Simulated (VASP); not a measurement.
# Si (P6/mmm) in VASP: further runs

Si is run at these levels: LDA; tasks: single point.

Everything below comes from runs of VASP 6.6.1. Logs are shortened: lines on timing, memory, paths and dates and some standing lists are left out, and cuts for length are marked.

## 1. The cell of the first run

The structure is hexagonal, space group P6/mmm (No. 191). Conventional cell: a = 2.674 Å, b = 2.674 Å, c = 2.409 Å, α = 90.00°, β = 90.00°, γ = 120.00°. Si (site symmetry 6/mmm) has 8 Si at 2.41 to 2.67 Å within 3.2 Å.

## 2. Single point, LDA (strain +0.025 along x and y, -0.025 along z)

The input, INCAR:

```
PREC = Accurate
ENCUT = 520
EDIFF = 1E-6
ISMEAR = 0
SIGMA = 0.15
LREAL = F
LASPH = T
NELM = 60
ALGO = Normal
ISIF = 2
LWAVE = F
LCHARG = F
NBANDS = 8
```

The input, KPOINTS:

```
regular mesh
0
Gamma
  24 24 24
```

The input, POSCAR:

```
Si
1.0
    2.6737037129      0.0000000000      0.0000000000
   -1.3368518564      2.3154953375      0.0000000000
    0.0000000000      0.0000000000      2.4089921758
Si
1
Direct
    0.0000000000      0.0000000000      0.0000000000
```

Potentials or basis: VASP PAW LDA potentials, release 64 (Si).

Command:

```console
$ cat potpaw_LDA.64/Si/POTCAR > POTCAR
$ mpirun -np 1 vasp_std > vasp.out
```

OUTCAR:

```text
PREC = Accurate
   ENCUT = 520
   EDIFF = 1E-6
   ISMEAR = 0
   LREAL = F
   LASPH = T
   NELM = 60
   ISIF = 2

 ion  position               nearest neighbor table
   1  0.000  0.000  0.000-

  LATTYP: Found a hexagonal cell.
 ALAT       =     2.6737037129
 C/A-ratio  =     0.9009944386

  Lattice vectors:

 A1 = (   2.6737037129,   0.0000000000,   0.0000000000)
 A2 = (  -1.3368518564,   2.3154953375,   0.0000000000)
 A3 = (   0.0000000000,   0.0000000000,   2.4089921758)

Analysis of symmetry for initial positions (statically):
=====================================================================
 Subroutine PRICEL returns:
 Original cell was already a primitive cell.

 Routine SETGRP: Setting up the symmetry group for a
 hexagonal supercell.

 Subroutine GETGRP returns: Found 24 space group operations
 (whereof 24 operations were pure point group operations)
 out of a pool of 24 trial point group operations.

The static configuration has the point symmetry D_6h.

Analysis of symmetry for dynamics (positions and initial velocities):
=====================================================================
 Subroutine PRICEL returns:
 Original cell was already a primitive cell.

 Routine SETGRP: Setting up the symmetry group for a
 hexagonal supercell.

 Subroutine GETGRP returns: Found 24 space group operations
 (whereof 24 operations were pure point group operations)
 out of a pool of 24 trial point group operations.

The dynamic configuration has the point symmetry D_6h.

 Subroutine INISYM returns: Found 24 space group operations
 (whereof 24 operations are pure point group operations),
 and found     1 'primitive' translations

----------------------------------------------------------------------------------------

                                     Primitive cell

  volume of cell :      14.9139

  direct lattice vectors                    reciprocal lattice vectors
     2.673703713  0.000000000  0.000000000     0.374013020  0.215936518  0.000000000
    -1.336851856  2.315495337  0.000000000     0.000000000  0.431873035  0.000000000
     0.000000000  0.000000000  2.408992176     0.000000000  0.000000000  0.415111352

  length of vectors
     2.673703713  2.673703713  2.408992176     0.431873035  0.431873035  0.415111352

  position of ions in fractional coordinates (direct lattice)
     0.000000000  0.000000000  0.000000000

  ion indices of the primitive-cell ions
   primitive index   ion index
                 1           1

----------------------------------------------------------------------------------------

 KPOINTS: regular mesh

Automatic generation of k-mesh.
 Grid dimensions read from file:
 generate k-points for:   24   24   24

 Generating k-lattice:

  Cartesian coordinates                     Fractional coordinates (reciprocal lattice)
     0.015583876  0.008997355  0.000000000     0.041666667 -0.000000000  0.000000000
     0.000000000  0.017994710  0.000000000     0.000000000  0.041666667  0.000000000
     0.000000000  0.000000000  0.017296306     0.000000000  0.000000000  0.041666667

  Length of vectors
     0.017994710  0.017994710  0.017296306

  Shift w.r.t. Gamma in fractional coordinates (k-lattice)
     0.000000000  0.000000000  0.000000000

 Subroutine IBZKPT returns following result:
 ===========================================

 Found    793 irreducible k-points:

 Following reciprocal coordinates:
            Coordinates               Weight
  0.000000  0.000000  0.000000      1.000000
  0.041667  0.000000  0.000000      6.000000
  0.083333  0.000000  0.000000      6.000000
  0.125000  0.000000  0.000000      6.000000
  0.166667  0.000000  0.000000      6.000000
  0.208333  0.000000  0.000000      6.000000
[... 16 lines left out ...]
  0.416667  0.041667  0.000000     12.000000
  0.458333  0.041667  0.000000     12.000000
 [... further k-points ...]
   k-points           NKPTS =    793   k-points in BZ     NKDIM =    793   number of bands    NBANDS=      8
   number of dos      NEDOS =    301   number of ions     NIONS =      1
   total plane-waves  NPLWV =   7200
   dimension x,y,z NGX =    20 NGY =   20 NGZ =   18
   dimension x,y,z NGXF=    40 NGYF=   40 NGZF=   36
   ions per type =               1
   NGX,Y,Z   is equivalent  to a cutoff of  12.44, 12.44, 12.42 a.u.
   NGXF,Y,Z  is equivalent  to a cutoff of  24.87, 24.87, 24.84 a.u.
 SYSTEM =  unknown system
   PREC   = accura    normal or accurate (medium, high low for compatibility)
   ISTART =      0    job   : 0-new  1-cont  2-samecut
   ICHARG =      2    charge: 1-file 2-atom 10-const
   ISPIN  =      1    spin polarized calculation?
   LNONCOLLINEAR =      F non collinear calculations
   LSORBIT =      F    spin-orbit coupling
   LASPH  =      T    aspherical Exc in radial PAW
   ENCUT  =  520.0 eV  38.22 Ry    6.18 a.u.   4.97  4.97  4.48*2*pi/ulx,y,z
   NELM   =     60;   NELMIN=  2; NELMDL= -5     # of ELM steps
   EDIFF  = 0.1E-05   stopping-criterion for ELM
   LREAL  =      F    real-space projection
   EDIFFG = 0.1E-04   stopping-criterion for IOM
   NSW    =      0    number of steps for IOM
   IBRION =     -1    ionic relax: 0-MD 1-quasi-New 2-CG
   NFREE  =      0    steps in history (QN), initial steepest desc. (CG)
   ISIF   =      2    stress and relaxation
   ISYM   =      2    0-nonsym 1-usesym 2-fastsym
   POTIM  = 0.5000    time-step for ionic-motion
   TEBEG  =    0.0;   TEEND  =   0.0 temperature during run
   PSTRESS=    0.0 pullay stress
   NELECT =       4.0000    total number of electrons
   NUPDOWN=      -1.0000    fix difference up-down
   EMIN   =  10.00;   EMAX   =-10.00  energy-range for DOS
   EFERMI =   0.00;   METHOD = LEGACY
   ISMEAR =     0;   SIGMA  =   0.15  broadening in eV -4-tet -1-fermi 0-gaus
   EFERMI_NEDOS =   21; number of points for ismear=-14 and -15
   IALGO  =     38    algorithm
   IMIX   =      4    mixing-type and parameters
     AMIX     =   0.40;   BMIX     =  1.00
     AMIX_MAG =   1.60;   BMIX_MAG =  1.00
  volume/ion in A,a.u.               =      14.91       100.64
  Fermi-wavevector in a.u.,A,eV,Ry     =   1.055757  1.995091 15.165364  1.114623
  Thomas-Fermi vector in A             =   2.190967
   LORBIT       =      0    0 simple, 1 ext, 2 COOP (PROOUT), +10 PAW based schemes
   GGA     = CA    functional components
   LHFCALC =     F    Hartree Fock is set to
   AEXX    =    0.0000 exact exchange contribution
   IVDW    =     0    specifies the selected vdW correction
   LEPSILON=     F    determine dielectric tensor
   LRPA    =     F    only Hartree local field effects (RPA)
 non-spin polarized calculation
 Gauss-broadening in eV      SIGMA  =   0.15
  energy-cutoff  :      520.00
  volume of cell :       14.91
 maximum number of plane-waves:       423
 NGX is ok and might be reduce to    20
   NGX =  9   NGY =  9   NGZ =  9

 number of electron       4.0000000 magnetization

 Free energy of the ion-electron system (eV)
  ---------------------------------------------------
  ext. energy  EPLUGINS =         0.00000000
  ---------------------------------------------------
  free energy    TOTEN  =        -5.72535956 eV

  energy without entropy =       -5.72077560  energy(sigma->0) =       -5.72306758

 E-fermi :   9.4581     XC(G=0): -11.0823

 val. band max:        9.4435235940   @ k =   0.2500   0.0833   0.2500
 cond. band min:       9.4596138091   @ k =   0.2083   0.1250   0.0000
 fundamental gap:      0.0160902152
 Fermi energy:         9.4580951457

 k-point     1 :       0.0000    0.0000    0.0000
  band No.  band energies     occupation
      1      -4.4944      2.00000
      2      17.3185      0.00000
      3      18.6257      0.00000
      4      18.6773      0.00000
      5      18.6773      0.00000
      6      21.1797      0.00000
      7      21.1797      0.00000
      8      26.5446      0.00000

 k-point     2 :       0.0417    0.0000    0.0000
  band No.  band energies     occupation
      1      -4.4478      2.00000
      2      16.8831      0.00000
      3      18.3763      0.00000
      4      18.6640      0.00000
      5      18.6810      0.00000
      6      21.1376      0.00000
      7      21.5619      0.00000
      8      27.0550      0.00000

 k-point     3 :       0.0833    0.0000    0.0000
  band No.  band energies     occupation
      1      -4.3082      2.00000
      2      15.8391      0.00000
      3      17.7564      0.00000
      4      18.5275      0.00000
      5      18.7787      0.00000
      6      21.1666      0.00000
      7      22.4248      0.00000
      8      28.2912      0.00000

 k-point     4 :       0.1250    0.0000    0.0000
  band No.  band energies     occupation
      1      -4.0759      2.00000
      2      14.4910      0.00000
      3      17.0847      0.00000
      4      18.1876      0.00000
      5      18.9695      0.00000
      6      21.3748      0.00000
      7      23.5003      0.00000
      8      29.3176      0.00000

 k-point     5 :       0.1667    0.0000    0.0000
  band No.  band energies     occupation
      1      -3.7513      2.00000
      2      13.0112      0.00000
      3      16.4454      0.00000
      4      17.7632      0.00000
      5      19.2357      0.00000
      6      21.7216      0.00000
      7      24.7015      0.00000
      8      30.0656      0.00000

 k-point     6 :       0.2083    0.0000    0.0000
  band No.  band energies     occupation
      1      -3.3350      2.00000
      2      11.4941      0.00000
      3      15.8656      0.00000
      4      17.3240      0.00000
      5      19.5760      0.00000
      6      22.1684      0.00000
      7      25.9973      0.00000
      8      30.8168      0.00000

 k-point     7 :       0.2500    0.0000    0.0000
  band No.  band energies     occupation
      1      -2.8281      2.00000
      2       9.9899      0.00000
      3      15.3559      0.00000
      4      16.9063      0.00000
      5      19.9885      0.00000
      6      22.6985      0.00000
      7      27.3704      0.00000
      8      30.8937      0.00000

 k-point     8 :       0.2917   -0.0000    0.0000
  band No.  band energies     occupation
      1      -2.2318      2.00000
      2       8.5265      2.00000
      3      14.9211      0.00000
      4      16.5309      0.00000
      5      20.4698      0.00000
      6      23.3035      0.00000
      7      28.8042      0.00000
      8      29.7668      0.00000

 k-point     9 :       0.3333    0.0000    0.0000
  band No.  band energies     occupation
      1      -1.5483      2.00000
      2       7.1211      2.00000
      3      14.5635      0.00000
      4      16.2106      0.00000
      5      21.0134      0.00000
      6      23.9737      0.00000
      7      28.6712      0.00000
      8      30.2747      0.00000

 k-point    10 :       0.3750   -0.0000    0.0000
  band No.  band energies     occupation
      1      -0.7812      2.00000
      2       5.7862      2.00000
      3      14.2846      0.00000
      4      15.9541      0.00000
      5      21.6066      0.00000
      6      24.6918      0.00000
      7      27.6355      0.00000
      8      31.1908      0.00000
[... 78 lines left out ...]
 k-point    18 :       0.2083    0.0417    0.0000
  band No.  band energies     occupation
      1      -3.0582      2.00000
      2      10.7598      0.00000
      3      14.8107      0.00000
      4      17.8934      0.00000
      5      19.8016      0.00000
      6      22.4185      0.00000
      7      26.4787      0.00000
      8      31.4083      0.00000

 k-point    19 :       0.2500    0.0417    0.0000
  band No.  band energies     occupation
      1      -2.5066      2.00000
      2       9.2787      1.90929
      3      14.3201      0.00000
      4      17.5303      0.00000
      5      20.2487      0.00000
      6      22.9965      0.00000
      7      27.8346      0.00000
      8      30.3304      0.00000

 k-point    20 :       0.2917    0.0417    0.0000
  band No.  band energies     occupation
      1      -1.8665      2.00000
      2       7.8452      2.00000
      3      13.9116      0.00000
      4      17.2043      0.00000
      5      20.7617      0.00000
      6      23.6422      0.00000
      7      29.2257      0.00000
      8      29.2386      0.00000

 k-point    21 :       0.3333    0.0417    0.0000
  band No.  band energies     occupation
      1      -1.1408      2.00000
      2       6.4751      2.00000
      3      13.5847      0.00000
      4      16.9309      0.00000
      5      21.3317      0.00000
      6      24.3438      0.00000
      7      28.1631      0.00000
      8      30.5820      0.00000

 k-point    22 :       0.3750    0.0417    0.0000
  band No.  band energies     occupation
      1      -0.3348      2.00000
      2       5.1812      2.00000
      3      13.3392      0.00000
      4      16.7195      0.00000
      5      21.9389      0.00000
      6      25.0760      0.00000
      7      27.1760      0.00000
      8      30.7821      0.00000

 k-point    23 :       0.4167    0.0417    0.0000
  band No.  band energies     occupation
      1       0.5351      2.00000
      2       3.9840      2.00000
      3      13.1753      0.00000
      4      16.5757      0.00000
      5      22.5329      0.00000
      6      25.7760      0.00000
      7      26.3240      0.00000
      8      30.0835      0.00000

 k-point    24 :       0.4583    0.0417    0.0000
  band No.  band energies     occupation
      1       1.3732      2.00000
      2       2.9817      2.00000
      3      13.0933      0.00000
      4      16.5031      0.00000
      5      22.9687      0.00000
      6      25.7580      0.00000
      7      26.2754      0.00000
      8      29.5401      0.00000

 [... further k-points ...]
[... 5 lines left out ...]
  --------------------------------------------------------------------------------------
  -------------------------------------------------------------------------------------
  Total       -0.4476122     -0.4476122      0.3957221     -0.0000000     -0.0000000      0.0000000
  in kB      -48.0861374    -48.0861374     42.5116887     -0.0000000     -0.0000000      0.0000000
  external PRESSURE =     -17.8868620 kB  Pullay stress =       0.0000000 kB

 VOLUME and BASIS-vectors are now :
 -----------------------------------------------------------------------------
  energy-cutoff  :      520.00
  volume of cell :       14.91
      direct lattice vectors                 reciprocal lattice vectors
     2.673703713  0.000000000  0.000000000     0.374013020  0.215936518  0.000000000
    -1.336851856  2.315495337  0.000000000     0.000000000  0.431873035  0.000000000
     0.000000000  0.000000000  2.408992176     0.000000000  0.000000000  0.415111352

 POSITION                                       TOTAL-FORCE (eV/Angst)
 -----------------------------------------------------------------------------------
      0.00000      0.00000      0.00000         0.000000      0.000000      0.000000
 -----------------------------------------------------------------------------------
    total drift:                               -0.000000     -0.000000      0.000000

  FREE ENERGIE OF THE ION-ELECTRON SYSTEM (eV)
  ---------------------------------------------------
  free  energy   TOTEN  =        -5.7253595610 eV

  energy  without entropy=       -5.7207755959  energy(sigma->0) =       -5.72306758
```

It took 22 s on 1 thread of Intel Xeon 6975P-C (Granite Rapids), shared host; peak memory 0.18 GiB.

Results:

```yaml
Free_energy: -5.7254 eV
Pressure: -1.8 GPa
Band_gap_on_the_k_mesh: zero (band 2 reaches 17.32 eV, above the bottom of band 3 at 4.87 eV)
```

Stress tensor (GPa, compression positive):
```
-4.81  0.00  0.00
 0.00 -4.81  0.00
 0.00  0.00  4.25
```

Levels at points of the mesh, in eV from the Fermi level:
```tsv
k point	band 1	band 2	band 3	band 4	band 5
(0.00, 0.00, 0.00)	-13.95	7.86	9.17	9.22	9.22
(0.50, 0.00, 0.00)	-7.92	-6.73	4.47	6.16	13.56
(0.00, 0.00, 0.50)	-8.60	-7.03	13.13	13.13	14.83
(0.50, 0.00, 0.50)	-2.46	-2.38	-1.70	1.57	8.47
```

Caveat: the cell differs from its parent crystal (strain +0.025 along x and y, -0.025 along z).

## 3. Single point, LDA (strain +0.000 along x and y, +0.050 along z)

The input, INCAR:

```
SYSTEM = Si
PREC = Accurate ; ENCUT = 520
EDIFF = 1E-6 ; ISMEAR = 0
SIGMA = 0.15 ; LREAL = .FALSE.
LASPH = .TRUE. ; NELM = 80
ALGO = Normal ; ISIF = 2
LWAVE = .FALSE. ; LCHARG = .TRUE.
LELF = .TRUE. ; LVHAR = .TRUE.
NBANDS = 8
```

The input, KPOINTS:

```
regular mesh
0
G
  24 24 24
  0 0 0
```

The input, POSCAR:

```
Si
1.0
    2.6084914272      0.0000000000      0.0000000000
   -1.3042457136      2.2590198415      0.0000000000
    0.0000000000      0.0000000000      2.5942992663
Si
1
Direct
    0.0000000000      0.0000000000      0.0000000000
```

Potentials or basis: VASP PAW LDA potentials, release 64 (Si).

Command:

```console
$ cat potpaw_LDA.64/Si/POTCAR > POTCAR
$ mpirun -np 1 vasp_std > vasp.out
```

It took 22 s on 1 thread of Intel Xeon 6975P-C (Granite Rapids), shared host; peak memory 0.18 GiB.

It converged, with:

```yaml
Free_energy: -5.7031 eV
Pressure: -4.9 GPa
Band_gap_on_the_k_mesh: zero (band 2 reaches 15.36 eV, above the bottom of band 3 at 4.88 eV)
```

Stress tensor (GPa, compression positive):
```
 -0.82   0.00   0.00
  0.00  -0.82   0.00
  0.00   0.00 -13.08
```

Levels at points of the mesh, in eV from the Fermi level:
```csv
k point,band 1,band 2,band 3,band 4,band 5,band 6
"(0.00, 0.00, 0.00)",-13.74,6.10,6.91,10.83,10.83,12.67
"(0.50, 0.00, 0.00)",-7.10,-6.46,5.60,6.95,10.99,13.56
"(0.00, 0.00, 0.50)",-9.72,-6.92,13.61,13.61,14.80,14.80
"(0.50, 0.00, 0.50)",-3.32,-2.40,-1.64,1.71,8.48,11.92
```

Caveat: the cell differs from its parent crystal (strain +0.000 along x and y, +0.050 along z).

## 4. Single point, LDA (strain +0.050 along x and y, -0.050 along z)

The input, INCAR:

```
  PREC = Accurate
  ENCUT = 520
  EDIFF = 1E-7
  ISMEAR = 0
  SIGMA = 0.15
  LREAL = False
  LASPH = True
  NELM = 100
  ALGO = Normal
  ISIF = 2
  LWAVE = False
  LCHARG = False
  NBANDS = 8
```

The input, KPOINTS:

```
Automatic mesh
0
Gamma
  24 24 24
```

The input, POSCAR:

```
Si
1.0
    2.7389159986      0.0000000000      0.0000000000
   -1.3694579993      2.3719708336      0.0000000000
    0.0000000000      0.0000000000      2.3472231457
Si
1
Direct
    0.0000000000      0.0000000000      0.0000000000
```

Command:

```console
$ cat potpaw_LDA.64/Si/POTCAR > POTCAR
$ mpirun -np 1 vasp_std > vasp.out
```

Run time: 24 s. Hardware: 1 thread of Intel Xeon 6975P-C (Granite Rapids), shared host; peak memory 0.18 GiB.

The run converged. Its results:

```yaml
Free_energy: -5.6748 eV
Pressure: -2.4 GPa
Band_gap_on_the_k_mesh: zero (band 2 reaches 17.20 eV, above the bottom of band 3 at 4.57 eV)
```

Stress tensor (GPa, compression positive):
```
-9.57  0.00  0.00
 0.00 -9.57  0.00
 0.00  0.00 11.84
```

Levels at points of the mesh, in eV from the Fermi level:
| k point | band 1 | band 2 | band 3 | band 4 | band 5 |
| --- | --- | --- | --- | --- | --- |
| (0.00, 0.00, 0.00) | -13.75 | 8.05 | 8.12 | 8.12 | 10.65 |
| (0.50, 0.00, 0.00) | -8.23 | -6.62 | 3.79 | 5.75 | 14.60 |
| (0.00, 0.00, 0.50) | -7.84 | -6.81 | 12.49 | 12.49 | 14.63 |
| (0.50, 0.00, 0.50) | -2.63 | -1.87 | -1.40 | 1.72 | 8.27 |

Caveat: the cell differs from its parent crystal (strain +0.050 along x and y, -0.050 along z).

## 5. Single point, LDA (strain +0.025 along x and y, +0.000 along z)

The input, INCAR:

```
SYSTEM = Si
PREC = Accurate
ENCUT = 520
EDIFF = 1E-6
ISMEAR = 0
SIGMA = 0.15
LREAL = .False.
LASPH = .True.
NELM = 60
ALGO = Normal
ISIF = 2
LWAVE = .False.
LCHARG = .False.
NBANDS = 8
```

The input, KPOINTS:

```
Automatic mesh
0
Gamma
  24 24 24
  0 0 0
```

The input, POSCAR:

```
Si
1.0
    2.6737037129      0.0000000000      0.0000000000
   -1.3368518564      2.3154953375      0.0000000000
    0.0000000000      0.0000000000      2.4707612060
Si
1
Direct
    0.0000000000      0.0000000000      0.0000000000
```

Command:

```console
$ cat potpaw_LDA.64/Si/POTCAR > POTCAR
$ mpirun -np 1 vasp_std > vasp.out
```

It took 22 s on 1 thread of Intel Xeon 6975P-C (Granite Rapids), shared host; peak memory 0.18 GiB.

It converged, with:

```
Free energy            : -5.7267 eV
Pressure               : -4.8 GPa
Band gap on the k mesh : zero (band 2 reaches 16.79 eV, above the bottom of band 3 at 4.73 eV)
```

Stress tensor (GPa, compression positive):
```
-5.71  0.00  0.00
 0.00 -5.71  0.00
 0.00  0.00 -2.90
```

Levels at points of the mesh, in eV from the Fermi level:
```
           k point  band 1  band 2  band 3  band 4  band 5
(0.00, 0.00, 0.00)  -13.74    7.65    8.17    9.43    9.43
(0.50, 0.00, 0.00)   -7.67   -6.55    4.66    6.34   12.57
(0.00, 0.00, 0.50)   -8.84   -6.90   12.93   12.93   14.68
(0.50, 0.00, 0.50)   -2.66   -2.18   -1.98    1.65    8.27
```

Caveat: the cell differs from its parent crystal (strain +0.025 along x and y, +0.000 along z).

[end of part 1 of 2]
